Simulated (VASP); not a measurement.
# MnO (R-3m) in VASP: single point with PBE+U

Aim: the single point of MnO with PBE+U.

Program: VASP 6.6.1. These are calculated values, not measurements. Logs are shortened: lines on timing, memory, paths and dates and some standing lists are left out, and cuts for length are marked.

## Step 1: The cell of the first run

The structure is trigonal, space group R-3m (No. 166). Conventional cell: a = 3.209 Å, b = 3.209 Å, c = 7.711 Å, α = 90.00°, β = 90.00°, γ = 120.00°. Within 3.0 Å of Mn (site symmetry -3m) lie 6 O at 2.25 Å. O (site symmetry -3m) has 6 Mn at 2.25 Å within 3.0 Å.

## Step 2: Single point, PBE+U, collinear spin, antiferromagnetic start

Contents of INCAR:

```
SYSTEM = MnO
PREC = Accurate
ENCUT = 700
EDIFF = 1E-6
ISMEAR = 0
SIGMA = 0.05
LREAL = .False.
LASPH = .True.
NELM = 200
ALGO = Normal
ISIF = 2
LWAVE = .False.
LCHARG = .True.
ISPIN = 2
MAGMOM = 4.7 -4.7 0 0
LORBIT = 11
LMAXMIX = 4
LDAU = .True.
LDAUTYPE = 2
LDAUL = 2 -1
LDAUU = 3.9 0
LDAUJ = 0 0
LDAUPRINT = 1
GGA = PE
LELF = .True.
LVHAR = .True.
NBANDS = 33
GGA_COMPAT = .False.
```

Contents of KPOINTS:

```
regular mesh
0
Gamma
  8 8 8
  0 0 0
```

Contents of POSCAR:

```
MnO
1.0
   -2.2116475739     -2.2116475739      4.4809287882
   -4.4809287882     -2.2116475739      2.2116475739
   -2.2116475739     -4.4809287882      2.2116475739
Mn O
2 2
Direct
    0.0000000000      0.0000000000      0.0000000000
    0.5000000000      0.5000000000      0.5000000000
    1.2499999997     -0.7500000003     -0.7500000003
    1.7500000003     -0.2499999997     -0.2499999997
```

Potentials or basis: VASP PAW PBE potentials, release 64 (Mn_sv, O).

Started as:

```console
$ cat potpaw_PBE.64/Mn_sv/POTCAR potpaw_PBE.64/O/POTCAR > POTCAR
$ mpirun -np 1 vasp_std > vasp.out
```

OUTCAR:

```text
SYSTEM = MnO
   PREC = Accurate
   ENCUT = 700
   EDIFF = 1E-6
   ISMEAR = 0
   LREAL = .False.
   LASPH = .True.
   NELM = 200
   ISIF = 2
   ISPIN = 2
   LORBIT = 11
   GGA = PE

 ion  position               nearest neighbor table
   1  0.000  0.000  0.000-   4 2.25   3 2.25   4 2.25   3 2.25   4 2.25   3 2.25
   2  0.500  0.500  0.500-   3 2.25   4 2.25   3 2.25   3 2.25   4 2.25   4 2.25
   3  0.250  0.250  0.250-   2 2.25   2 2.25   2 2.25   1 2.25   1 2.25   1 2.25
   4  0.750  0.750  0.750-   2 2.25   2 2.25   2 2.25   1 2.25   1 2.25   1 2.25

  LATTYP: Found a trigonal (rhomboedric) cell.
 ALAT       =     5.4645670265
 COS(alpha) =     0.8275492365

  Lattice vectors:

 A1 = (  -2.2116475739,  -2.2116475739,   4.4809287882)
 A2 = (  -4.4809287882,  -2.2116475739,   2.2116475739)
 A3 = (  -2.2116475739,  -4.4809287882,   2.2116475739)

Analysis of symmetry for initial positions (statically):
=====================================================================
 Subroutine PRICEL returns following result:

  LATTYP: Found a trigonal (rhomboedric) cell.
 ALAT       =     3.1686261710
 COS(alpha) =     0.4870977242
[... 12 lines left out ...]
 Subroutine GETGRP returns: Found 12 space group operations
 (whereof 12 operations were pure point group operations)
 out of a pool of 12 trial point group operations.

The static configuration has the point symmetry D_3d.

Analysis of symmetry for dynamics (positions and initial velocities):
=====================================================================
 Subroutine PRICEL returns following result:

  LATTYP: Found a trigonal (rhomboedric) cell.
 ALAT       =     3.1686261710
 COS(alpha) =     0.4870977242
[... 12 lines left out ...]
 Subroutine GETGRP returns: Found 12 space group operations
 (whereof 12 operations were pure point group operations)
 out of a pool of 12 trial point group operations.

The dynamic configuration has the point symmetry D_3d.

Analysis of structural, dynamic, and magnetic symmetry:
=====================================================================
 Subroutine PRICEL returns following result:

  LATTYP: Found a trigonal (rhomboedric) cell.
 ALAT       =     3.1686261710
 COS(alpha) =     0.4870977242
[... 12 lines left out ...]
 Subroutine GETGRP returns: Found 12 space group operations
 (whereof 12 operations were pure point group operations)
 out of a pool of 12 trial point group operations.

The overall configuration has the point symmetry D_3d.

 Subroutine INISYM returns: Found 12 space group operations
 (whereof 12 operations are pure point group operations),
 and found     2 'primitive' translations

----------------------------------------------------------------------------------------

                                     Primitive cell

  volume of cell :      22.9268

  direct lattice vectors                    reciprocal lattice vectors
    -2.240464394  0.028816820  2.240464394    -0.221760223  0.218907947  0.221760223
    -2.240464394 -2.240464394 -0.028816820    -0.221760223 -0.221760223 -0.218907947
     0.028816820 -2.240464394  2.240464394     0.218907947 -0.221760223  0.221760223

  length of vectors
     3.168626171  3.168626171  3.168626171     0.382460302  0.382460302  0.382460302

  position of ions in fractional coordinates (direct lattice)
     0.000000000  0.000000000  0.000000000
     0.499999999  0.499999999  0.499999999

  ion indices of the primitive-cell ions
   primitive index   ion index
                 1           1
                 2           3

----------------------------------------------------------------------------------------

 KPOINTS: regular mesh

Automatic generation of k-mesh.
 Grid dimensions read from file:
 generate k-points for:    8    8    8

 Generating k-lattice:

  Cartesian coordinates                     Fractional coordinates (reciprocal lattice)
     0.013681747  0.013681747  0.041401775     0.125000000  0.000000000  0.000000000
    -0.041401775  0.013681747 -0.013681747     0.000000000  0.125000000  0.000000000
     0.013681747 -0.041401775 -0.013681747     0.000000000  0.000000000  0.125000000

  Length of vectors
     0.045699971  0.045699971  0.045699971

  Shift w.r.t. Gamma in fractional coordinates (k-lattice)
     0.000000000  0.000000000  0.000000000

 Subroutine IBZKPT returns following result:
[... 72 lines left out ...]
  Thomas-Fermi vector in A             =   2.688669
   LORBIT       =     11    0 simple, 1 ext, 2 COOP (PROOUT), +10 PAW based schemes
 LDA+U is selected, type is set to LDAUTYPE =  2
   angular momentum for each species LDAUL =     2   -1
   U (eV)           for each species LDAUU =   3.9  0.0
   J (eV)           for each species LDAUJ =   0.0  0.0
   GGA     = PE    functional components
   LHFCALC =     F    Hartree Fock is set to
   AEXX    =    0.0000 exact exchange contribution
   IVDW    =     0    specifies the selected vdW correction
   LEPSILON=     F    determine dielectric tensor
   LRPA    =     F    only Hartree local field effects (RPA)
 spin polarized calculation
 Gauss-broadening in eV      SIGMA  =   0.05
  energy-cutoff  :      700.00
  volume of cell :       45.85
 maximum number of plane-waves:      1940
   NGX = 23   NGY = 23   NGZ = 23

 number of electron      41.9999991 magnetization      -0.0000000

atom =   1  type =  1  l = 2

 onsite density matrix

spin component  1

  0.9077  0.0002 -0.0001  0.0002 -0.0000
  0.0002  0.9077 -0.0001 -0.0002  0.0001
 -0.0001 -0.0001  0.9415 -0.0001 -0.0000
  0.0002 -0.0002 -0.0001  0.9077 -0.0001
 -0.0000  0.0001 -0.0000 -0.0001  0.9415

spin component  2

  0.0143  0.0001  0.0013  0.0001 -0.0000
  0.0001  0.0143  0.0007 -0.0001 -0.0012
  0.0013  0.0007  0.0559  0.0007 -0.0000
  0.0001 -0.0001  0.0007  0.0143  0.0012
 -0.0000 -0.0012 -0.0000  0.0012  0.0559

 occupancies and eigenvectors

  o =  0.0141  v =  0.0000  0.0000  0.0000  0.0000  0.0000 -0.5774  0.5774 -0.0000  0.5774 -0.0000      0.0000  0.0000  0.0000  0.0000  0.0000  0.0000  0.0000  0.0000  0.0000  0.0000
  o =  0.0144  v =  0.0000  0.0000  0.0000  0.0000  0.0000 -0.3955  0.4202  0.0190 -0.8157  0.0343      0.0000  0.0000  0.0000  0.0000  0.0000  0.0000  0.0000  0.0000  0.0000  0.0000
  o =  0.0144  v =  0.0000  0.0000  0.0000  0.0000  0.0000 -0.7136 -0.6993  0.0343 -0.0142 -0.0190      0.0000  0.0000  0.0000  0.0000  0.0000  0.0000  0.0000  0.0000  0.0000  0.0000
  o =  0.0560  v =  0.0000  0.0000  0.0000  0.0000  0.0000 -0.0005  0.0274 -0.0161 -0.0280 -0.9991      0.0000  0.0000  0.0000  0.0000  0.0000  0.0000  0.0000  0.0000  0.0000  0.0000
  o =  0.0560  v =  0.0000  0.0000  0.0000  0.0000  0.0000  0.0320  0.0164  0.9991  0.0155 -0.0161      0.0000  0.0000  0.0000  0.0000  0.0000  0.0000  0.0000  0.0000  0.0000  0.0000
  o =  0.9074  v = -0.5774  0.5774  0.0000  0.5774 -0.0000  0.0000  0.0000  0.0000  0.0000  0.0000      0.0000  0.0000  0.0000  0.0000  0.0000  0.0000  0.0000  0.0000  0.0000  0.0000
  o =  0.9079  v = -0.3247 -0.8111 -0.0018  0.4864  0.0042  0.0000  0.0000  0.0000  0.0000  0.0000      0.0000  0.0000  0.0000  0.0000  0.0000  0.0000  0.0000  0.0000  0.0000  0.0000
  o =  0.9079  v =  0.7491  0.0934  0.0042  0.6558  0.0018  0.0000  0.0000  0.0000  0.0000  0.0000      0.0000  0.0000  0.0000  0.0000  0.0000  0.0000  0.0000  0.0000  0.0000  0.0000
  o =  0.9415  v = -0.0036 -0.0010  0.9698 -0.0026  0.2439  0.0000  0.0000  0.0000  0.0000  0.0000      0.0000  0.0000  0.0000  0.0000  0.0000  0.0000  0.0000  0.0000  0.0000  0.0000
  o =  0.9415  v =  0.0009  0.0036 -0.2439 -0.0027  0.9698  0.0000  0.0000  0.0000  0.0000  0.0000      0.0000  0.0000  0.0000  0.0000  0.0000  0.0000  0.0000  0.0000  0.0000  0.0000

atom =   2  type =  1  l = 2

 onsite density matrix

spin component  1

  0.0143  0.0001  0.0013  0.0001 -0.0000
  0.0001  0.0143  0.0007 -0.0001 -0.0012
  0.0013  0.0007  0.0559  0.0007  0.0000
  0.0001 -0.0001  0.0007  0.0143  0.0012
 -0.0000 -0.0012  0.0000  0.0012  0.0559

spin component  2

  0.9077  0.0002 -0.0001  0.0002 -0.0000
  0.0002  0.9077 -0.0001 -0.0002  0.0001
 -0.0001 -0.0001  0.9415 -0.0001 -0.0000
  0.0002 -0.0002 -0.0001  0.9077 -0.0001
 -0.0000  0.0001 -0.0000 -0.0001  0.9415

 occupancies and eigenvectors

  o =  0.0141  v =  0.5774 -0.5774  0.0000 -0.5774  0.0000  0.0000  0.0000  0.0000  0.0000  0.0000      0.0000  0.0000  0.0000  0.0000  0.0000  0.0000  0.0000  0.0000  0.0000  0.0000
  o =  0.0144  v =  0.4321 -0.3832 -0.0208  0.8154 -0.0332  0.0000  0.0000  0.0000  0.0000  0.0000      0.0000  0.0000  0.0000  0.0000  0.0000  0.0000  0.0000  0.0000  0.0000  0.0000
  o =  0.0144  v =  0.6920  0.7203 -0.0332 -0.0282  0.0208  0.0000  0.0000  0.0000  0.0000  0.0000      0.0000  0.0000  0.0000  0.0000  0.0000  0.0000  0.0000  0.0000  0.0000  0.0000
  o =  0.0560  v =  0.0002  0.0278  0.0073 -0.0276 -0.9992  0.0000  0.0000  0.0000  0.0000  0.0000      0.0000  0.0000  0.0000  0.0000  0.0000  0.0000  0.0000  0.0000  0.0000  0.0000
  o =  0.0560  v = -0.0320 -0.0158 -0.9992 -0.0162 -0.0073  0.0000  0.0000  0.0000  0.0000  0.0000      0.0000  0.0000  0.0000  0.0000  0.0000  0.0000  0.0000  0.0000  0.0000  0.0000
  o =  0.9074  v =  0.0000  0.0000  0.0000  0.0000  0.0000 -0.5774  0.5774  0.0000  0.5774 -0.0000      0.0000  0.0000  0.0000  0.0000  0.0000  0.0000  0.0000  0.0000  0.0000  0.0000
  o =  0.9079  v =  0.0000  0.0000  0.0000  0.0000  0.0000 -0.2943 -0.8067 -0.0017  0.5124  0.0043      0.0000  0.0000  0.0000  0.0000  0.0000  0.0000  0.0000  0.0000  0.0000  0.0000
  o =  0.9079  v =  0.0000  0.0000  0.0000  0.0000  0.0000  0.7616  0.1260  0.0043  0.6357  0.0017      0.0000  0.0000  0.0000  0.0000  0.0000  0.0000  0.0000  0.0000  0.0000  0.0000
  o =  0.9415  v =  0.0000  0.0000  0.0000  0.0000  0.0000 -0.0031  0.0002  0.8387 -0.0033  0.5445      0.0000  0.0000  0.0000  0.0000  0.0000  0.0000  0.0000  0.0000  0.0000  0.0000
  o =  0.9415  v =  0.0000  0.0000  0.0000  0.0000  0.0000  0.0020  0.0037 -0.5445 -0.0017  0.8387      0.0000  0.0000  0.0000  0.0000  0.0000  0.0000  0.0000  0.0000  0.0000  0.0000

 number of electron      41.9999991 magnetization       0.0000000

 Free energy of the ion-electron system (eV)
  ---------------------------------------------------
  ext. energy  EPLUGINS =         0.00000000
  ---------------------------------------------------
  free energy    TOTEN  =       -30.82884392 eV

  energy without entropy =      -30.82884392  energy(sigma->0) =      -30.82884392

 E-fermi :   7.4512     XC(G=0): -11.6189

 val. band max:        7.1309084276   @ k =   0.5000   0.5000   0.5000
 cond. band min:       8.7038302239   @ k =   0.0000   0.0000   0.0000
 fundamental gap:      1.5729217963
 Fermi energy:         7.4512192464

 spin component 1

 k-point     1 :       0.0000    0.0000    0.0000
  band No.  band energies     occupation
      1     -72.9749      1.00000
      2     -67.9587      1.00000
      3     -41.7584      1.00000
      4     -41.7180      1.00000
      5     -41.7180      1.00000
      6     -36.8265      1.00000
[... 1721 lines left out ...]
     32      21.5307      0.00000
     33      21.6174      0.00000

 [... further k-points ...]
[... 5 lines left out ...]
  --------------------------------------------------------------------------------------
  -------------------------------------------------------------------------------------
  Total       -0.8081276     -0.8081276     -0.8081276     -0.0088295      0.0088295      0.0088295
  in kB      -28.2369530    -28.2369530    -28.2369530     -0.3085144      0.3085144      0.3085144
  external PRESSURE =     -28.2369530 kB  Pullay stress =       0.0000000 kB

 VOLUME and BASIS-vectors are now :
 -----------------------------------------------------------------------------
  energy-cutoff  :      700.00
  volume of cell :       45.85
      direct lattice vectors                 reciprocal lattice vectors
    -2.211647574 -2.211647574  4.480928788     0.109453973  0.109453973  0.331214197
    -4.480928788 -2.211647574  2.211647574    -0.331214197  0.109453973 -0.109453973
    -2.211647574 -4.480928788  2.211647574     0.109453973 -0.331214197 -0.109453973

 POSITION                                       TOTAL-FORCE (eV/Angst)
 -----------------------------------------------------------------------------------
      0.00000      0.00000      0.00000        -0.000000     -0.000000      0.000000
     -4.45211     -4.45211      4.45211        -0.000000     -0.000000      0.000000
     -2.22606     -2.22606      2.22606         0.000000     -0.000000     -0.000000
     -6.67817     -6.67817      6.67817         0.000000      0.000000      0.000000
 -----------------------------------------------------------------------------------
    total drift:                                0.000000      0.000000      0.000000

  FREE ENERGIE OF THE ION-ELECTRON SYSTEM (eV)
  ---------------------------------------------------
  free  energy   TOTEN  =       -30.8288439209 eV

  energy  without entropy=      -30.8288439209  energy(sigma->0) =      -30.82884392

 total charge

# of ion       s       p       d       tot
------------------------------------------
    1        2.111   6.010   4.738  12.858
    2        2.111   6.010   4.738  12.858
    3        1.551   3.432   0.000   4.983
    4        1.551   3.432   0.000   4.983
--------------------------------------------------
tot          7.324  18.883   9.476  35.683

 magnetization (x)

# of ion       s       p       d       tot
------------------------------------------
    1        0.015   0.013   4.434   4.462
    2       -0.015  -0.013  -4.434  -4.462
    3        0.000   0.000   0.000   0.000
    4        0.000   0.000   0.000   0.000
--------------------------------------------------
tot          0.000   0.000   0.000   0.000
```

It took 13 min on 1 thread of Intel Xeon Platinum 8259CL at 2.50GHz (Skylake/Cascade Lake), shared host; peak memory 0.53 GiB.

Results:

```yaml
Free_energy: -30.8288 eV
Pressure: -2.8 GPa
Band_gap_on_the_k_mesh: 1.57 eV
Net_moment: 0.00 μB per cell
Site_moments: Mn +4.46, -4.46; O +0.00 μB
Valence_electrons_inside_the_program's_atomic_spheres: Mn 12.86; O 4.98
```

Eigenvalues of the final occupation matrices:
| site | spin | trace | eigenvalues |
| --- | --- | --- | --- |
| site 1 d | 1 | 4.61 | 0.91 0.91 0.91 0.94 0.94 |
| site 1 d | 2 | 0.15 | 0.01 0.01 0.01 0.06 0.06 |
| site 2 d | 1 | 0.15 | 0.01 0.01 0.01 0.06 0.06 |
| site 2 d | 2 | 4.61 | 0.91 0.91 0.91 0.94 0.94 |

A k mesh can miss the band edges. The state reached can hang on the start; a lower one may exist.
